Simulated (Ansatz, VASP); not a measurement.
KBr: VASP beside Ansatz

```
Br K
1.0
     4.04350    0.00000    0.00000
     0.00000    4.04350    0.00000
     0.00000    0.00000    4.04350
Br K
1 1
Direct
  0.50000 0.50000 0.50000
  0.00000 0.00000 0.00000
```

Alike in both runs: task single point; functional LDA; k mesh 7 × 7 × 7; occupations gaussian, width 0.05 eV; no spin polarisation.

|  | VASP | Ansatz |
| --- | --- | --- |
| version | VASP 6.6.1 | Ansatz 0.2.0 |
| potentials or method | VASP PAW LDA potentials, release 64 (Br, K_sv), cutoff 520 eV | all-electron LAPW, scalar-relativistic |

Ansatz gave:

* gap on the k mesh at the Fermi level (eV): 3.50
* least direct gap on the mesh (eV): 3.74
* pressure (GPa): -2.6

Task: Estimate VASP's values.

Result: gap on the k mesh at the Fermi level (eV): 3.51; least direct gap on the mesh (eV): 3.75; pressure (GPa): -2.7.

LDA's correlation is that of Perdew and Zunger in VASP and of Perdew and Wang (1992) in Ansatz. Ansatz ran all-electron here, and VASP with PAW potentials.
